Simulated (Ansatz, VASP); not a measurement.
# Al6H in VASP and in Ansatz

INCAR

```
ALGO     = Normal         # electronic algorithm
DIPOL    = 0.5 0.5 0.302
EDIFF    = 1E-6           # SCF threshold, eV
ENCUT    = 520            # plane-wave cutoff, eV
GGA      = PE             # functional
IDIPOL   = 3            
ISIF     = 2              # what is computed and relaxed
ISMEAR   = 0              # smearing method
LASPH    = T              # aspherical terms in the spheres
LCHARG   = T              # write CHGCAR
LDIPOL   = T            
LELF     = T              # ELF
LREAL    = F              # projectors in reciprocal space
LVACPOTAV= T            
LVHAR    = T            
LWAVE    = F              # write WAVECAR
NBANDS   = 32             # bands
NELM     = 60             # most SCF steps
PREC     = Accurate       # precision mode
SIGMA    = 0.1            # smearing width, eV
```

File KPOINTS:

```
k-points
0
Gamma
  6 6 1
```

Contents of POSCAR:

```
Al6H
1.0
    5.7143028096      0.0000000000      0.0000000000
   -2.8571514048      4.9487313980      0.0000000000
    0.0000000000      0.0000000000     22.6016424636
Al H
12 2
Direct
    0.3333333333      0.1666666667      0.1769782885
    0.3333333333      0.6666666667      0.1769782885
    0.8333333333      0.1666666667      0.1769782885
    0.8333333333      0.6666666667      0.1769782885
    0.1666666667      0.3333333333      0.2787817904
    0.1666666667      0.8333333333      0.2787817904
    0.6666666667      0.3333333333      0.2787817904
    0.6666666667      0.8333333333      0.2787817904
    0.0000000000      0.0000000000      0.3805759903
    0.0000000000      0.5000000000      0.3805759903
    0.5000000000      0.0000000000      0.3805759903
    0.5000000000      0.5000000000      0.3805759903
    0.1370922758      0.2741845515      0.4429608370
    0.3629077242      0.7258154485      0.4429608370
```

Input for Ansatz:

```yaml
crystal:
  lattice:
    - [5.7143028096, 0.0, 0.0]
    - [-2.8571514048, 4.948731398, 0.0]
    - [0.0, 0.0, 22.6016424636]
  atoms:
    - { symbol: Al, position: [0.3333333333, 0.1666666667, 0.1769782885] }
    - { symbol: Al, position: [0.3333333333, 0.6666666667, 0.1769782885] }
    - { symbol: Al, position: [0.8333333333, 0.1666666667, 0.1769782885] }
    - { symbol: Al, position: [0.8333333333, 0.6666666667, 0.1769782885] }
    - { symbol: Al, position: [0.1666666667, 0.3333333333, 0.2787817904] }
    - { symbol: Al, position: [0.1666666667, 0.8333333333, 0.2787817904] }
    - { symbol: Al, position: [0.6666666667, 0.3333333333, 0.2787817904] }
    - { symbol: Al, position: [0.6666666667, 0.8333333333, 0.2787817904] }
    - { symbol: Al, position: [0.0, 0.0, 0.3805759903] }
    - { symbol: Al, position: [0.0, 0.5, 0.3805759903] }
    - { symbol: Al, position: [0.5, 0.0, 0.3805759903] }
    - { symbol: Al, position: [0.5, 0.5, 0.3805759903] }
    - { symbol: H, position: [0.1370922758, 0.2741845515, 0.442960837] }
    - { symbol: H, position: [0.3629077242, 0.7258154485, 0.442960837] }
basis:
  ecutwfc: 420
kpoints:
  mp_grid: { grid: [6, 6, 1] }
hamiltonian:
  xc: pbe
scf:
  occupations: { method: gaussian, width: 0.1 }
output:
  forces: true
  eigenvalues: true
efield:
  axis: 3
  dipole_correction: true
  ramp_width: 0.04
```

Alike in both runs: task single point; functional PBE; k mesh 6 × 6 × 1; occupations gaussian, width 0.1 eV; no spin polarisation.

```csv
,VASP,Ansatz
version,VASP 6.6.1,Ansatz 0.2.0
potentials or method,"VASP PAW PBE potentials, release 64 (Al, H), cutoff 520 eV","scalar-relativistic, plane waves, PAW"
valence electrons in the cell,38,38
```

|  | VASP | Ansatz | Ansatz less VASP |
| --- | --- | --- | --- |
| gap on the k mesh at the Fermi level (eV) | none | none | - |
| rms of the force components (eV/Å) | 0.290 | 0.289 | -0.0003 |
| work function, face that differs most (eV) | 4.04 | 4.04 | -0.001 |

Atom by atom the forces differ by 0.001 eV/Å (rms over components). A gap of «none» marks a metal or a gap that the smearing closes. The functional is the same, so the differences come from potentials, cutoffs and numerics.
